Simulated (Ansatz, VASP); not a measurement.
## ZnC in VASP and in Ansatz

```
Zn C
1.0
     2.75537    0.00000    0.00000
     0.00000    2.75537    0.00000
     0.00000    0.00000    2.75537
Zn C
1 1
Direct
  0.00000 0.00000 0.00000
  0.50000 0.50000 0.50000
```

Alike in both runs: functional PBE; k mesh 20 × 20 × 20; occupations gaussian, width 0.1 eV; no spin polarisation.

Ansatz relaxed the structure, and its values are those at the end. VASP's run is a single point on that final structure, the one shown.

|  | VASP | Ansatz |
| --- | --- | --- |
| version | VASP 6.6.1 | Ansatz 0.2.0 |
| potentials or method | VASP PAW PBE potentials, release 64 (Zn, C), cutoff 520 eV | scalar-relativistic, plane waves, PAW |
| valence electrons in the cell | 16 | 16 |

|  | VASP | Ansatz | Ansatz less VASP |
| --- | --- | --- | --- |
| gap on the k mesh at the Fermi level (eV) | none | none | - |
| pressure (GPa) | 0.7 | 0.0 | -0.68 |

A gap of «none» marks a metal or a gap that the smearing closes.
